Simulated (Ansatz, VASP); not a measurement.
CdSe in VASP and in Ansatz

The input INCAR:

```
SYSTEM = CdSe
ALGO = Normal
EDIFF = 1E-7
ENCUT = 520
GGA = CA
ISIF = 2
ISMEAR = -1
LASPH = .True.
LCHARG = .False.
LREAL = .False.
LWAVE = .False.
NBANDS = 26
NELM = 80
PREC = Accurate
SIGMA = 0.05
```

Contents of KPOINTS:

```
k-points
0
Gamma
  7 7 4
  0 0 0
```

File POSCAR:

```
CdSe
1.0
    4.3843351364      0.0000000000      0.0000000000
   -2.1921675682      3.7969456069      0.0000000000
    0.0000000000      0.0000000000      7.1576820134
Cd Se
2 2
Direct
    0.6666666667      0.3333333333      0.5000000000
    0.3333333333      0.6666666667      0.0000000000
    0.6666666667      0.3333333333      0.8850000000
    0.3333333333      0.6666666667      0.3850000000
```

Contents of input.yaml:

```yaml
crystal:
  lattice:
    - [4.3843351364, 0.0, 0.0]
    - [-2.1921675682, 3.7969456069, 0.0]
    - [0.0, 0.0, 7.1576820134]
  atoms:
    - { symbol: Cd, position: [0.6666666667, 0.3333333333, 0.5] }
    - { symbol: Cd, position: [0.3333333333, 0.6666666667, 0.0] }
    - { symbol: Se, position: [0.6666666667, 0.3333333333, 0.885] }
    - { symbol: Se, position: [0.3333333333, 0.6666666667, 0.385] }
kpoints:
  mp_grid: { grid: [7, 7, 4] }
scf:
  occupations: { method: fermi_dirac, width: 0.05 }
hamiltonian:
  xc: lda
  pseudopotentials: { kind: all_electron, lapw: { basis_error: 0.002 } }
output:
  forces: true
  stress: true
  eigenvalues: true
```

Change from the starting cell: volume scaled by 1.06.

Alike in both runs: task single point; functional LDA; k mesh 7 × 7 × 4; occupations fermi-dirac, width 0.05 eV; no spin polarisation.

|  | VASP | Ansatz |
| --- | --- | --- |
| version | VASP 6.6.1 | Ansatz 0.2.0 |
| potentials or method | VASP PAW LDA potentials, release 64 (Cd, Se), cutoff 520 eV | all-electron LAPW, scalar-relativistic |

Ansatz gave:

| Item | Value |
| --- | --- |
| gap on the k mesh at the Fermi level (eV) | 0.31 |
| least direct gap on the mesh (eV) | 0.31 |
| pressure (GPa) | -4.3 |
| traceless stress, the component that is largest in VASP (GPa) | -0.64 |
| rms of the force components (eV/Å) | 0.116 |

**Question.** What did VASP give for the same quantities?

**Answer.** gap on the k mesh at the Fermi level (eV): 0.34; least direct gap on the mesh (eV): 0.34; pressure (GPa): -3.9; traceless stress, the component that is largest in VASP (GPa): -0.71; rms of the force components (eV/Å): 0.121.

LDA's correlation is that of Perdew and Zunger in VASP and of Perdew and Wang (1992) in Ansatz. Atom by atom the forces differ by 0.006 eV/Å (rms over components). Ansatz ran all-electron here, and VASP with PAW potentials.
